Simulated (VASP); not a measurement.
Write the native input for VASP 6.6.1 that does the following.

* Task: single point
* Functional: PBE
* Potentials or basis: VASP PAW PBE potentials, release 64 (Hf_pv, B)
* Cutoff: 520 eV
* k mesh: 9 × 9 × 9
* Occupations: methfessel-paxton, width 0.1 eV
* Spin: no spin polarisation
* Dipole correction: no
* Further INCAR settings: ALGO = Normal; EDIFF = 1e-07; NBANDS = 14

The structure of HfB lies in POSCAR:

```
HfB
1.0
    0.0000000000      2.2892813951      2.2892813951
    2.2892813951      0.0000000000      2.2892813951
    2.2892813951      2.2892813951      0.0000000000
Hf B
1 1
Direct
    0.5000000000      0.5000000000      0.5000000000
    0.0000000000      0.0000000000      0.0000000000
```

These files were run (other wordings do the same):

INCAR

```
SYSTEM = HfB
  PREC = Accurate
  ENCUT = 520
  EDIFF = 1E-7
  ISMEAR = 1
  SIGMA = 0.1
  LREAL = .False.
  LASPH = .True.
  NELM = 100
  ALGO = Normal
  ISIF = 2
  LWAVE = .False.
  LCHARG = .False.
  GGA = PE
  NBANDS = 14
```

KPOINTS

```
regular mesh
0
Gamma
  9 9 9
  0 0 0
```

Potentials or basis: VASP PAW PBE potentials, release 64 (Hf_pv, B).

Run with:

```bash
$ cat potpaw_PBE.64/Hf_pv/POTCAR potpaw_PBE.64/B/POTCAR > POTCAR
$ mpirun -np 1 vasp_std > vasp.out
```

It gave:

```yaml
Pressure: 38.9 GPa
```

Wall time 12 s on 1 thread of AMD EPYC 7R43 64-Core Processor (Zen 3), with other jobs on the host, peak memory 0.11 GiB.
